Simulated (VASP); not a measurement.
Runs of VASP 6.6.1 on CsH. The structure is that of space group Immm (No. 71), or close to it. The cells are those of the table. 

```csv
cell,gap on the mesh (eV),pressure (GPa)
"a = 4.510, b = 4.678 Å, angles 58.8, 57.5, 58.8°, 2 atoms",(a),-1.3
"a = 4.511, b = 4.283 Å, angles 61.7, 63.3, 61.7°, 2 atoms",1.87,-1.3
"a = 4.510, b = 4.649 Å, angles 59.0, 57.9, 59.0°, 2 atoms",(b),-1.2
"a = 4.511, b = 4.706 Å, angles 58.6, 57.1, 58.6°, 2 atoms",1.88,-1.3
```

Alike in all rows: task single point; level LDA; potentials or basis VASP PAW LDA potentials, release 64 (Cs_sv, H); no spin polarisation; k mesh 8 × 8 × 8; cutoff (eV) 520; smearing gaussian 0.05 eV.

Q: Fill in the values left out.

A: (a) 1.89; (b) 1.90.

Caveats: spin-orbit coupling is left out, which moves the levels of the heavy elements.

A k mesh can miss the band edges, and the runs leave out spin-orbit coupling on Cs.
